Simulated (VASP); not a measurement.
Write the native input for VASP 6.6.1 that does the following.

* Task: relaxation of cell and atoms
* Functional: PBE
* Potentials or basis: VASP PAW PBE potentials, release 64 (Na_pv, Cl)
* Cutoff: 500 eV
* k mesh: 8 × 8 × 8
* Occupations: gaussian, width 0.02 eV
* Spin: no spin polarisation
* Dipole correction: no
* Further INCAR settings: ALGO = Normal; EDIFF = 1e-07; IBRION = 2; EDIFFG = -0.01; NSW = 100; ISIF = 3

The structure of NaCl lies in POSCAR:

```
NaCl
1.0
   -1.8520576162      1.8520576162      6.7772962524
    1.8520576162     -1.8520576162      6.7772962524
    1.8520576162      1.8520576162     -6.7772962524
Na Cl
2 2
Direct
    0.2931731914      0.2931731914      0.0000000000
    0.0431731914      0.5431731914      0.5000000000
    0.7068268086      0.7068268086      0.0000000000
    0.4568268086      0.9568268086      0.5000000000
```

The cell was built from a structure type or drawn by symmetry, and may not be a known phase.

These files were run (other wordings do the same):

INCAR

```
SYSTEM = NaCl
PREC = Accurate
ENCUT = 500
EDIFF = 1E-7
ISMEAR = 0
SIGMA = 0.02
LREAL = .False.
LASPH = .True.
NELM = 120
ALGO = Normal
ISIF = 3
LWAVE = .False.
LCHARG = .False.
GGA = PE
IBRION = 2
NSW = 100
EDIFFG = -0.01
GGA_COMPAT = .False.
NELMIN = 4
```

KPOINTS

```
Automatic mesh
0
Gamma
  8 8 8
  0 0 0
```

Potentials or basis: VASP PAW PBE potentials, release 64 (Na_pv, Cl).

The run is started by

```console
$ cat potpaw_PBE.64/Na_pv/POTCAR potpaw_PBE.64/Cl/POTCAR > POTCAR
$ mpirun -np 1 vasp_std > vasp.out
```

Results of the run:

```yaml
Relaxed_volume: 23.33 Å³/atom
Relaxed_cell: a = 7.293 Å, b = 7.293 Å, c = 7.293 Å, α = 150.59°, β = 150.59°, γ = 42.08°
Space_group_after_relaxing_to_0.1_Å: I4_1md (No. 109)
Energy_gained_by_relaxing: 0.1 meV/atom
Ionic_steps: 3
Pressure_after_relaxing: 0.0 GPa
Band_gap_on_the_k_mesh: 4.45 eV (least direct gap 4.64 eV)
```

Wall time 19 min on 1 thread of Intel Xeon 8259CL (shared host), peak memory 0.42 GiB.
